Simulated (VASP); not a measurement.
# SrCl2 in VASP: notebook

Aim: see how the results for SrCl2 move with the level of theory and the settings. Levels: PBE, r2SCAN. Tasks: single point.

Program: VASP 6.6.1. These are calculated values, not measurements. Logs are shortened: lines on timing, memory, paths and dates and some standing lists are left out, and cuts for length are marked.

### 1 The cell of the first run

The structure is trigonal, space group R-3m (No. 166). Conventional cell: a = 4.897 Å, b = 4.897 Å, c = 12.266 Å, α = 90.00°, β = 90.00°, γ = 120.00°. Within 4.0 Å of Sr (site symmetry -3m) lie 8 Cl at 3.01 to 3.05 Å. Within 4.0 Å of Cl (site symmetry 3m) lie 4 Sr at 3.01 to 3.05 Å and 6 Cl at 3.47 to 3.51 Å.

### 2 Single point, PBE (epitaxial 111 strain -1.0%)

Contents of INCAR:

```
ALGO = Normal ; EDIFF = 1E-6
ENCUT = 520 ; GGA = PE
ISIF = 2 ; ISMEAR = -1
LASPH = T ; LCHARG = F
LREAL = F ; LWAVE = F
NBANDS = 19 ; NELM = 80
PREC = Accurate ; SIGMA = 0.02
```

Contents of KPOINTS:

```
k-points
0
Gamma
  6 6 6
```

Contents of POSCAR:

```
SrCl2
1.0
    0.0521895841      3.5149304885      3.5149304885
    3.5149304885      0.0521895841      3.5149304885
    3.5149304885      3.5149304885      0.0521895841
Sr Cl
1 2
Direct
    0.0000000000      0.0000000000      0.0000000000
    0.2487447933      0.2487447933      0.2487447933
    0.7512552067      0.7512552067      0.7512552067
```

Potentials or basis: VASP PAW PBE potentials, release 64 (Sr_sv, Cl).

Run with:

```sh
$ cat potpaw_PBE.64/Sr_sv/POTCAR potpaw_PBE.64/Cl/POTCAR > POTCAR
$ mpirun -np 1 vasp_std > vasp.out
```

OUTCAR:

```text
EDIFF = 1E-6
   ENCUT = 520
   GGA = PE
   ISIF = 2
   ISMEAR = -1
   LASPH = T
   LREAL = F
   NELM = 80
   PREC = Accurate

 ion  position               nearest neighbor table
   1  0.000  0.000  0.000-   3 3.01   3 3.01   2 3.01   2 3.01   3 3.01   2 3.01   3 3.05   2 3.05

   2  0.249  0.249  0.249-   1 3.01   1 3.01   1 3.01   1 3.05
   3  0.751  0.751  0.751-   1 3.01   1 3.01   1 3.01   1 3.05

  LATTYP: Found a trigonal (rhomboedric) cell.
 ALAT       =     4.9711363319
 COS(alpha) =     0.5147912245

  Lattice vectors:

 A1 = (   0.0521895841,   3.5149304885,   3.5149304885)
 A2 = (   3.5149304885,   0.0521895841,   3.5149304885)
 A3 = (   3.5149304885,   3.5149304885,   0.0521895841)

Analysis of symmetry for initial positions (statically):
=====================================================================
 Subroutine PRICEL returns:
 Original cell was already a primitive cell.

 Routine SETGRP: Setting up the symmetry group for a
 trigonal (rhombohedral) supercell.

 Subroutine GETGRP returns: Found 12 space group operations
 (whereof 12 operations were pure point group operations)
 out of a pool of 12 trial point group operations.

The static configuration has the point symmetry D_3d.

Analysis of symmetry for dynamics (positions and initial velocities):
=====================================================================
 Subroutine PRICEL returns:
 Original cell was already a primitive cell.

 Routine SETGRP: Setting up the symmetry group for a
 trigonal (rhombohedral) supercell.

 Subroutine GETGRP returns: Found 12 space group operations
 (whereof 12 operations were pure point group operations)
 out of a pool of 12 trial point group operations.

The dynamic configuration has the point symmetry D_3d.

 Subroutine INISYM returns: Found 12 space group operations
 (whereof 12 operations are pure point group operations),
 and found     1 'primitive' translations

----------------------------------------------------------------------------------------

                                     Primitive cell

[... 73 lines left out ...]
 [... further k-points ...]
   k-points           NKPTS =     32   k-points in BZ     NKDIM =     32   number of bands    NBANDS=     19
   number of dos      NEDOS =    301   number of ions     NIONS =      3
   total plane-waves  NPLWV =  64000
   dimension x,y,z NGX =    40 NGY =   40 NGZ =   40
   dimension x,y,z NGXF=    80 NGYF=   80 NGZF=   80
   ions per type =               1   2
   NGX,Y,Z   is equivalent  to a cutoff of  13.38, 13.38, 13.38 a.u.
   NGXF,Y,Z  is equivalent  to a cutoff of  26.75, 26.75, 26.75 a.u.
 SYSTEM =  unknown system
   PREC   = accura    normal or accurate (medium, high low for compatibility)
   ISTART =      0    job   : 0-new  1-cont  2-samecut
   ICHARG =      2    charge: 1-file 2-atom 10-const
   ISPIN  =      1    spin polarized calculation?
   LNONCOLLINEAR =      F non collinear calculations
   LSORBIT =      F    spin-orbit coupling
   LASPH  =      T    aspherical Exc in radial PAW
   ENCUT  =  520.0 eV  38.22 Ry    6.18 a.u.   9.24  9.24  9.24*2*pi/ulx,y,z
   NELM   =     80;   NELMIN=  2; NELMDL= -5     # of ELM steps
   EDIFF  = 0.1E-05   stopping-criterion for ELM
   LREAL  =      F    real-space projection
   EDIFFG = 0.1E-04   stopping-criterion for IOM
   NSW    =      0    number of steps for IOM
   IBRION =     -1    ionic relax: 0-MD 1-quasi-New 2-CG
   NFREE  =      0    steps in history (QN), initial steepest desc. (CG)
   ISIF   =      2    stress and relaxation
   ISYM   =      2    0-nonsym 1-usesym 2-fastsym
   POTIM  = 0.5000    time-step for ionic-motion
   TEBEG  =    0.0;   TEEND  =   0.0 temperature during run
   PSTRESS=    0.0 pullay stress
   NELECT =      24.0000    total number of electrons
   NUPDOWN=      -1.0000    fix difference up-down
   EMIN   =  10.00;   EMAX   =-10.00  energy-range for DOS
   EFERMI =   0.00;   METHOD = LEGACY
   ISMEAR =    -1;   SIGMA  =   0.02  broadening in eV -4-tet -1-fermi 0-gaus
   EFERMI_NEDOS =   21; number of points for ismear=-14 and -15
   IALGO  =     38    algorithm
   IMIX   =      4    mixing-type and parameters
     AMIX     =   0.40;   BMIX     =  1.00
     AMIX_MAG =   1.60;   BMIX_MAG =  1.00
  volume/ion in A,a.u.               =      28.31       191.02
  Fermi-wavevector in a.u.,A,eV,Ry     =   1.074349  2.030226 15.704209  1.154227
  Thomas-Fermi vector in A             =   2.210175
   LORBIT       =      0    0 simple, 1 ext, 2 COOP (PROOUT), +10 PAW based schemes
   GGA     = PE    functional components
[... 5 lines left out ...]
 non-spin polarized calculation
  energy-cutoff  :      520.00
  volume of cell :       84.92
 maximum number of plane-waves:      2298
 NGX is ok and might be reduce to    40
   NGX = 19   NGY = 19   NGZ = 19

 number of electron      24.0000002 magnetization

 Free energy of the ion-electron system (eV)
  ---------------------------------------------------
  ext. energy  EPLUGINS =         0.00000000
  ---------------------------------------------------
  free energy    TOTEN  =       -12.78089212 eV

  energy without entropy =      -12.78089212  energy(sigma->0) =      -12.78089212

 E-fermi :   0.6484     XC(G=0):  -8.2821

 val. band max:        0.1503172055   @ k =   0.5000   0.5000   0.0000
 cond. band min:       5.4869552015   @ k =   0.0000   0.0000   0.0000
 fundamental gap:      5.3366379960
 Fermi energy:         0.6483700743

 k-point     1 :       0.0000    0.0000    0.0000
  band No.  band energies     occupation
      1     -32.7366      2.00000
      2     -14.7308      2.00000
      3     -14.7275      2.00000
      4     -14.7275      2.00000
      5     -13.1534      2.00000
      6     -12.3029      2.00000
[... 505 lines left out ...]
      6     -12.4411      2.00000
[... 11 lines left out ...]
     18       9.7002      0.00000
     19      10.1495      0.00000

 [... further k-points ...]
[... 5 lines left out ...]
  --------------------------------------------------------------------------------------
  -------------------------------------------------------------------------------------
  Total        0.5648006      0.5648006      0.5648006     -0.0689789     -0.0689789     -0.0689789
  in kB       10.6563068     10.6563068     10.6563068     -1.3014517     -1.3014517     -1.3014517
  external PRESSURE =      10.6563068 kB  Pullay stress =       0.0000000 kB

 VOLUME and BASIS-vectors are now :
 -----------------------------------------------------------------------------
  energy-cutoff  :      520.00
  volume of cell :       84.92
      direct lattice vectors                 reciprocal lattice vectors
     0.052189584  3.514930489  3.514930489    -0.145458367  0.143330205  0.143330205
     3.514930489  0.052189584  3.514930489     0.143330205 -0.145458367  0.143330205
     3.514930489  3.514930489  0.052189584     0.143330205  0.143330205 -0.145458367

 POSITION                                       TOTAL-FORCE (eV/Angst)
 -----------------------------------------------------------------------------------
      0.00000      0.00000      0.00000         0.000000     -0.000000      0.000000
      1.76162      1.76162      1.76162         0.002420      0.002420      0.002420
      5.32043      5.32043      5.32043        -0.002420     -0.002420     -0.002420
 -----------------------------------------------------------------------------------
    total drift:                                0.000000     -0.000000      0.000000

  FREE ENERGIE OF THE ION-ELECTRON SYSTEM (eV)
  ---------------------------------------------------
  free  energy   TOTEN  =       -12.7808921164 eV

  energy  without entropy=      -12.7808921164  energy(sigma->0) =      -12.78089212
```

Run time: 84 s. Hardware: 1 thread of Intel Xeon 8259CL, shared host; peak memory 0.26 GiB.

What came out:

```yaml
Free_energy: -12.7809 eV
Pressure: 1.1 GPa
Largest_force: 0.004 eV/Å
Band_gap_on_the_k_mesh: 5.34 eV (least direct gap 5.51 eV)
```

Forces in eV/Å, atoms in the order of the input:
```
Sr   0.000  0.000  0.000
Cl   0.002  0.002  0.002
Cl  -0.002 -0.002 -0.002
```

Levels at points of the mesh, in eV from the valence-band top:
```csv
k point,band 8,band 9,band 10,band 11,band 12,band 13,band 14,band 15,band 16,band 17
"(0.00, 0.00, 0.00)",-2.11,-2.11,-0.35,-0.35,-0.31,5.34,6.10,6.10,8.88,9.12
"(0.50, 0.00, 0.00)",-1.55,-1.50,-1.32,-1.07,-1.01,6.67,6.79,7.54,7.88,8.57
"(0.50, 0.50, 0.00)",-1.90,-1.85,-0.43,-0.38,0.00,5.51,7.03,7.60,7.99,8.03
"(0.50, 0.50, 0.50)",-1.54,-1.49,-1.31,-1.06,-1.06,6.68,6.68,7.42,7.83,8.60
```

Caveat: the cell differs from its parent crystal (epitaxial 111 strain -1.0%); the structure was generated, so it needn't be the stable form of SrCl2. A k mesh can miss the band edges.

### 3 Single point, PBE (strain along [111] +2.0%)

Contents of INCAR:

```
SYSTEM = SrCl2
PREC = Accurate
ENCUT = 520
EDIFF = 1E-6
ISMEAR = -1
SIGMA = 0.02
LREAL = .False.
LASPH = .True.
NELM = 100
ALGO = Normal
ISIF = 2
LWAVE = .False.
LCHARG = .False.
GGA = PE
NBANDS = 19
```

Contents of KPOINTS:

```
regular mesh
0
Gamma
  6 6 6
  0 0 0
```

Contents of POSCAR:

```
SrCl2
1.0
    0.0466362411      3.5443543264      3.5443543264
    3.5443543264      0.0466362411      3.5443543264
    3.5443543264      3.5443543264      0.0466362411
Sr Cl
1 2
Direct
    0.0000000000      0.0000000000      0.0000000000
    0.2491139490      0.2491139490      0.2491139490
    0.7508860510      0.7508860510      0.7508860510
```

Potentials or basis: VASP PAW PBE potentials, release 64 (Sr_sv, Cl).

Run with:

```sh
$ cat potpaw_PBE.64/Sr_sv/POTCAR potpaw_PBE.64/Cl/POTCAR > POTCAR
$ mpirun -np 1 vasp_std > vasp.out
```

Run time: 96 s. Hardware: 1 thread of Intel Xeon 8259CL, shared host; peak memory 0.26 GiB.

The run converged. Its results:

```
Free energy            : -12.7903 eV
Pressure               : 0.1 GPa
Band gap on the k mesh : 5.23 eV (least direct gap 5.52 eV)
```

Stress tensor (GPa, compression positive):
```
 0.07 -0.11 -0.11
-0.11  0.07 -0.11
-0.11 -0.11  0.07
```

Levels at points of the mesh, in eV from the valence-band top:
| k point | band 9 | band 10 | band 11 | band 12 | band 13 | band 14 | band 15 | band 16 |
| --- | --- | --- | --- | --- | --- | --- | --- | --- |
| (0.00, 0.00, 0.00) | -2.02 | -0.34 | -0.34 | -0.31 | 5.23 | 6.10 | 6.10 | 8.85 |
| (0.50, 0.00, 0.00) | -1.45 | -1.27 | -1.03 | -0.98 | 6.65 | 6.74 | 7.43 | 7.84 |
| (0.50, 0.50, 0.00) | -1.79 | -0.41 | -0.36 | 0.00 | 5.52 | 6.96 | 7.53 | 7.90 |
| (0.50, 0.50, 0.50) | -1.44 | -1.27 | -1.02 | -1.02 | 6.66 | 6.66 | 7.34 | 7.80 |

Caveat: the cell differs from its parent crystal (strain along [111] +2.0%); the structure was generated, so it needn't be the stable form of SrCl2.

(Continued in part 2 of 2.)
